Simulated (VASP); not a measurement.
# SnO (Cm) in VASP: further runs

The runs below take SnO through single point, with r2SCAN.

All numbers are computed with VASP 6.6.1; they aren't measurements. Logs are shortened: lines on timing, memory, paths and dates and some standing lists are left out, and cuts for length are marked.

## 1. The cell of the first run

The typed cell holds 8 atoms: a = 3.808 Å, b = 3.808 Å, c = 10.376 Å, α = 90.00°, β = 90.00°, γ = 90.00°.

## 2. Single point, r2SCAN (the distance across one plane changed)

Input file POSCAR:

```
SnO
1.0
   -2.6924444220      2.6925337010      0.0000000000
   -2.6924444220     -2.6925337010      0.0000000000
    0.0000000000      0.0000000000     10.3755476785
Sn O
4 4
Direct
    0.0000739708      0.9999260292      0.6417767900
    0.9999260292      0.0000739708      0.1658719036
    0.4999260292      0.5000739708      0.8965381649
    0.5000739708      0.4999260292      0.4206332785
    0.9999014542      0.5000985458      0.0553001478
    0.0000985458      0.4999014542      0.5312050342
    0.4999014542      0.0000985458      0.0553001478
    0.5000985458      0.9999014542      0.5312050342
```

Input file INCAR.step1:

```
ALGO = Normal
EDIFF = 1E-4
ENCUT = 520
GGA = PE
ISMEAR = 0
LASPH = T
LCHARG = F
LREAL = F
LWAVE = T
NBANDS = 50
NELM = 80
PREC = Accurate
SIGMA = 0.03
```

Input file INCAR.step2:

```
ALGO = Normal
EDIFF = 1E-6
ENCUT = 520
ISIF = 2
ISMEAR = 0
ISTART = 1
LASPH = T
LCHARG = T
LELF = T
LMIXTAU = T
LREAL = F
LVHAR = T
LWAVE = F
METAGGA = R2SCAN
NBANDS = 50
NELM = 80
PREC = Accurate
SIGMA = 0.03
```

Input file KPOINTS:

```
k-points
0
Gamma
  9 9 4
```

Potentials or basis: VASP PAW PBE potentials, release 64 (Sn_d, O).

The run is started by

```sh
> cat potpaw_PBE.64/Sn_d/POTCAR potpaw_PBE.64/O/POTCAR > POTCAR
> cp INCAR.step1 INCAR
> mpirun -np 1 vasp_std > vasp.out
> cp INCAR.step2 INCAR
> mpirun -np 1 vasp_std > vasp.out
```

OUTCAR:

```text
EDIFF = 1E-6
   ENCUT = 520
   ISIF = 2
   ISMEAR = 0
   ISTART = 1
   LASPH = T
   LREAL = F
   METAGGA = R2SCAN
   NELM = 80
   PREC = Accurate

 ion  position               nearest neighbor table
   1  0.000  1.000  0.642-   6 2.22   8 2.22   8 2.22   6 2.22   4 3.54   4 3.54   4 3.54   4 3.54

   2  1.000  0.000  0.166-   5 2.22   7 2.22   5 2.22   7 2.22
   3  0.500  0.500  0.897-   5 2.52   7 2.52   7 2.52   5 2.52
   4  0.500  0.500  0.421-   6 2.22   8 2.22   6 2.22   8 2.22   1 3.54   1 3.54   1 3.54   1 3.54

   5  1.000  0.500  0.055-   2 2.22   2 2.22   3 2.52   3 2.52
   6  0.000  0.500  0.531-   4 2.22   1 2.22   4 2.22   1 2.22
   7  0.500  0.000  0.055-   2 2.22   2 2.22   3 2.52   3 2.52
   8  0.500  1.000  0.531-   4 2.22   1 2.22   4 2.22   1 2.22

  LATTYP: Found a base centered orthorhombic cell.
 ALAT       =     5.3848888440
 B/A-ratio  =     1.0000331591
 C/A-ratio  =     1.9267895734

  Lattice vectors:

 A1 = (  -2.6924444220,   2.6925337010,   0.0000000000)
 A2 = (  -2.6924444220,  -2.6925337010,   0.0000000000)
 A3 = (   0.0000000000,   0.0000000000,  10.3755476785)

Analysis of symmetry for initial positions (statically):
=====================================================================
 Subroutine PRICEL returns:
 Original cell was already a primitive cell.

 Routine SETGRP: Setting up the symmetry group for a
 base centered orthorhombic supercell.

 Subroutine GETGRP returns: Found  2 space group operations
 (whereof  2 operations were pure point group operations)
 out of a pool of  8 trial point group operations.

The static configuration has the point symmetry C_1h.

Analysis of symmetry for dynamics (positions and initial velocities):
=====================================================================
 Subroutine PRICEL returns:
 Original cell was already a primitive cell.

 Routine SETGRP: Setting up the symmetry group for a
 base centered orthorhombic supercell.

 Subroutine GETGRP returns: Found  2 space group operations
 (whereof  2 operations were pure point group operations)
 out of a pool of  8 trial point group operations.

The dynamic configuration has the point symmetry C_1h.

 Subroutine INISYM returns: Found  2 space group operations
 (whereof  2 operations are pure point group operations),
 and found     1 'primitive' translations

----------------------------------------------------------------------------------------

                                     Primitive cell

  volume of cell :     150.4350

  direct lattice vectors                    reciprocal lattice vectors
    -2.692444422  2.692533701  0.000000000    -0.185704855  0.185698697  0.000000000
    -2.692444422 -2.692533701  0.000000000    -0.185704855 -0.185698697  0.000000000
     0.000000000  0.000000000 10.375547679     0.000000000  0.000000000  0.096380454

  length of vectors
     3.807754548  3.807754548 10.375547679     0.262621970  0.262621970  0.096380454

  position of ions in fractional coordinates (direct lattice)
     0.000073971  0.999926029  0.641776790
     0.999926029  0.000073971  0.165871904
     0.499926029  0.500073971  0.896538165
     0.500073971  0.499926029  0.420633278
     0.999901454  0.500098546  0.055300148
     0.000098546  0.499901454  0.531205034
     0.499901454  0.000098546  0.055300148
     0.500098546  0.999901454  0.531205034

  ion indices of the primitive-cell ions
   primitive index   ion index
                 1           1
                 2           2
                 3           3
                 4           4
                 5           5
                 6           6
                 7           7
                 8           8

----------------------------------------------------------------------------------------

 KPOINTS: k-points

Automatic generation of k-mesh.
 Grid dimensions read from file:
 generate k-points for:    9    9    4

 Generating k-lattice:

  Cartesian coordinates                     Fractional coordinates (reciprocal lattice)
    -0.020633873  0.020633189  0.000000000     0.111111111  0.000000000  0.000000000
    -0.020633873 -0.020633189  0.000000000     0.000000000  0.111111111  0.000000000
     0.000000000  0.000000000  0.024095114     0.000000000  0.000000000  0.250000000

  Length of vectors
     0.029180219  0.029180219  0.024095114

  Shift w.r.t. Gamma in fractional coordinates (k-lattice)
     0.000000000  0.000000000  0.000000000

 Subroutine IBZKPT returns following result:
 ===========================================

 Found     95 irreducible k-points:

 Following reciprocal coordinates:
            Coordinates               Weight
  0.000000  0.000000  0.000000      1.000000
  0.111111  0.000000  0.000000      4.000000
  0.222222  0.000000  0.000000      4.000000
  0.333333  0.000000  0.000000      4.000000
  0.444444  0.000000  0.000000      4.000000
  0.111111  0.111111  0.000000      2.000000
[... 16 lines left out ...]
 -0.333333  0.333333  0.000000      2.000000
  0.444444  0.444444  0.000000      2.000000
 [... further k-points ...]
   k-points           NKPTS =     95   k-points in BZ     NKDIM =     95   number of bands    NBANDS=     50
   number of dos      NEDOS =    301   number of ions     NIONS =      8
   total plane-waves  NPLWV =  62720
   dimension x,y,z NGX =    28 NGY =   28 NGZ =   80
   dimension x,y,z NGXF=    56 NGYF=   56 NGZF=  160
   ions per type =               4   4
   NGX,Y,Z   is equivalent  to a cutoff of  12.22, 12.22, 12.82 a.u.
   NGXF,Y,Z  is equivalent  to a cutoff of  24.45, 24.45, 25.64 a.u.
 SYSTEM =  unknown system
   PREC   = accura    normal or accurate (medium, high low for compatibility)
   ISTART =      1    job   : 0-new  1-cont  2-samecut
   ICHARG =      0    charge: 1-file 2-atom 10-const
   ISPIN  =      1    spin polarized calculation?
   LNONCOLLINEAR =      F non collinear calculations
   LSORBIT =      F    spin-orbit coupling
   LASPH  =      T    aspherical Exc in radial PAW
   ENCUT  =  520.0 eV  38.22 Ry    6.18 a.u.   7.08  7.08 19.29*2*pi/ulx,y,z
   NELM   =     80;   NELMIN=  2; NELMDL=  0     # of ELM steps
   EDIFF  = 0.1E-05   stopping-criterion for ELM
   LREAL  =      F    real-space projection
   EDIFFG = 0.1E-04   stopping-criterion for IOM
   NSW    =      0    number of steps for IOM
   IBRION =     -1    ionic relax: 0-MD 1-quasi-New 2-CG
   NFREE  =      0    steps in history (QN), initial steepest desc. (CG)
   ISIF   =      2    stress and relaxation
   ISYM   =      2    0-nonsym 1-usesym 2-fastsym
   POTIM  = 0.5000    time-step for ionic-motion
   TEBEG  =    0.0;   TEEND  =   0.0 temperature during run
   PSTRESS=    0.0 pullay stress
   NELECT =      80.0000    total number of electrons
   NUPDOWN=      -1.0000    fix difference up-down
   EMIN   =  10.00;   EMAX   =-10.00  energy-range for DOS
   EFERMI =   0.00;   METHOD = LEGACY
   ISMEAR =     0;   SIGMA  =   0.03  broadening in eV -4-tet -1-fermi 0-gaus
   EFERMI_NEDOS =   21; number of points for ismear=-14 and -15
   IALGO  =     38    algorithm
   IMIX   =      4    mixing-type and parameters
     AMIX     =   0.40;   BMIX     =  1.00
     AMIX_MAG =   1.60;   BMIX_MAG =  1.00
  volume/ion in A,a.u.               =      18.80       126.90
  Fermi-wavevector in a.u.,A,eV,Ry     =   1.326341  2.506421 23.935102  1.759180
  Thomas-Fermi vector in A             =   2.455735
   LORBIT       =      0    0 simple, 1 ext, 2 COOP (PROOUT), +10 PAW based schemes
   METAGGA = R2SCAN    functional components
   LHFCALC =     F    Hartree Fock is set to
   AEXX    =    0.0000 exact exchange contribution
   IVDW    =     0    specifies the selected vdW correction
   LEPSILON=     F    determine dielectric tensor
   LRPA    =     F    only Hartree local field effects (RPA)
 non-spin polarized calculation
 Gauss-broadening in eV      SIGMA  =   0.03
  energy-cutoff  :      520.00
  volume of cell :      150.44
 maximum number of plane-waves:      4072
   NGX = 15   NGY = 15   NGZ = 39

 number of electron      79.9999988 magnetization

 Free energy of the ion-electron system (eV)
  ---------------------------------------------------
  ext. energy  EPLUGINS =         0.00000000
  ---------------------------------------------------
  free energy    TOTEN  =      -132.38300219 eV

  energy without entropy =     -132.38251243  energy(sigma->0) =     -132.38275731

 E-fermi :   6.1748     XC(G=0): -10.5747

 val. band max:        6.1552374231   @ k =  -0.1111   0.1111   0.0000
 cond. band min:       6.1941788828   @ k =   0.1111   0.0000   0.0000
 fundamental gap:      0.0389414597
 Fermi energy:         6.1747866873

 k-point     1 :       0.0000    0.0000    0.0000
  band No.  band energies     occupation
      1     -17.0021      2.00000
      2     -16.6995      2.00000
      3     -16.6307      2.00000
      4     -16.5647      2.00000
      5     -16.5647      2.00000
      6     -16.5414      2.00000
[... 42 lines left out ...]
     49      11.9231      0.00000
     50      11.9233      0.00000

 k-point     2 :       0.1111    0.0000    0.0000
  band No.  band energies     occupation
      1     -16.9953      2.00000
      2     -16.6948      2.00000
      3     -16.6323      2.00000
      4     -16.6021      2.00000
      5     -16.5634      2.00000
      6     -16.5448      2.00000
[... 42 lines left out ...]
     49      11.7525      0.00000
     50      11.9877      0.00000

 k-point     3 :       0.2222    0.0000    0.0000
  band No.  band energies     occupation
      1     -16.9767      2.00000
      2     -16.6870      2.00000
      3     -16.6792      2.00000
      4     -16.6362      2.00000
      5     -16.5602      2.00000
      6     -16.5540      2.00000
[... 42 lines left out ...]
     49      12.1410      0.00000
     50      12.2859      0.00000

 k-point     4 :       0.3333    0.0000    0.0000
  band No.  band energies     occupation
      1     -16.9484      2.00000
      2     -16.7741      2.00000
      3     -16.6689      2.00000
      4     -16.6405      2.00000
      5     -16.5713      2.00000
      6     -16.5609      2.00000
[... 999 lines left out ...]
 k-point    23 :      -0.3333    0.3333    0.0000
  band No.  band energies     occupation
      1     -16.9284      2.00000
      2     -16.8493      2.00000
      3     -16.6490      2.00000
      4     -16.6351      2.00000
      5     -16.5867      2.00000
      6     -16.5797      2.00000
[... 42 lines left out ...]
     49      12.1521      0.00000
     50      12.6861      0.00000

 k-point    24 :       0.4444    0.4444    0.0000
  band No.  band energies     occupation
      1     -16.9153      2.00000
      2     -16.9066      2.00000
      3     -16.6551      2.00000
      4     -16.6123      2.00000
      5     -16.5839      2.00000
      6     -16.5820      2.00000
[... 42 lines left out ...]
     49      12.3198      0.00000
     50      12.3778      0.00000

 [... further k-points ...]

------------------------ aborting loop because EDIFF is reached ----------------------------------------

  FORCE on cell =-STRESS in cart. coord.  units (eV):
  Direction    XX          YY          ZZ          XY          YZ          ZX
  --------------------------------------------------------------------------------------
  -------------------------------------------------------------------------------------
  Total       -2.2344494     -2.2392968     -9.9976710      0.0000000     -0.0011073      0.0000000
  in kB      -23.7975461    -23.8491728   -106.4781508      0.0000000     -0.0117928      0.0000000
  external PRESSURE =     -51.3749566 kB  Pullay stress =       0.0000000 kB

 VOLUME and BASIS-vectors are now :
 -----------------------------------------------------------------------------
  energy-cutoff  :      520.00
  volume of cell :      150.44
      direct lattice vectors                 reciprocal lattice vectors
    -2.692444422  2.692533701  0.000000000    -0.185704855  0.185698697  0.000000000
    -2.692444422 -2.692533701  0.000000000    -0.185704855 -0.185698697  0.000000000
     0.000000000  0.000000000 10.375547679     0.000000000  0.000000000  0.096380454

 POSITION                                       TOTAL-FORCE (eV/Angst)
 -----------------------------------------------------------------------------------
     -2.69244     -2.69214      6.65879         0.000000      0.000214     -0.448349
     -2.69244      2.69214      1.72101         0.000000     -0.000174     -1.740573
     -2.69244     -0.00040      9.30207         0.000000      0.000280      4.828621
     -2.69244      0.00040      4.36430         0.000000      0.000339     -0.913903
     -4.03867      1.34574      0.57377         0.000289      0.000355     -1.568438
     -1.34622     -1.34574      5.51154         0.000092     -0.000684      0.705540
     -1.34622      1.34574      0.57377        -0.000289      0.000355     -1.568438
     -4.03867     -1.34574      5.51154        -0.000092     -0.000684      0.705540
 -----------------------------------------------------------------------------------
    total drift:                                0.000000     -0.000085      0.002020

  FREE ENERGIE OF THE ION-ELECTRON SYSTEM (eV)
  ---------------------------------------------------
  free  energy   TOTEN  =      -132.3830021874 eV

  energy  without entropy=     -132.3825124282  energy(sigma->0) =     -132.38275731
```

Wall time 37 min (1 thread of Oxide Virtual Turin-like, shared host); peak memory 0.58 GiB.

What came out:

```
Free energy            : -132.3830 eV
Pressure               : -5.1 GPa
Largest force          : 4.829 eV/Å
Band gap on the k mesh : zero (bands 40 and 41 overlap by 0.15 eV)
```

Forces in eV/Å, atoms in the order of the input:
```
Sn   0.000  0.000 -0.448
Sn   0.000  0.000 -1.741
Sn   0.000  0.000  4.829
Sn   0.000  0.000 -0.914
O    0.000  0.000 -1.568
O    0.000 -0.001  0.706
O    0.000  0.000 -1.568
O    0.000 -0.001  0.706
```

Stress tensor (GPa, compression positive):
```
 -2.38   0.00   0.00
  0.00  -2.38   0.00
  0.00   0.00 -10.65
```

Caveat: the cell differs from its parent crystal (the distance across one plane changed); the cell stands under tension; semilocal functionals underestimate gaps, so a narrow gap can read as zero; the PAW data sets were made with another functional, which shifts forces and pressure a little; spin-orbit coupling is left out, which moves the levels of the heavy elements.

(Part 1 of 2 ends here.)
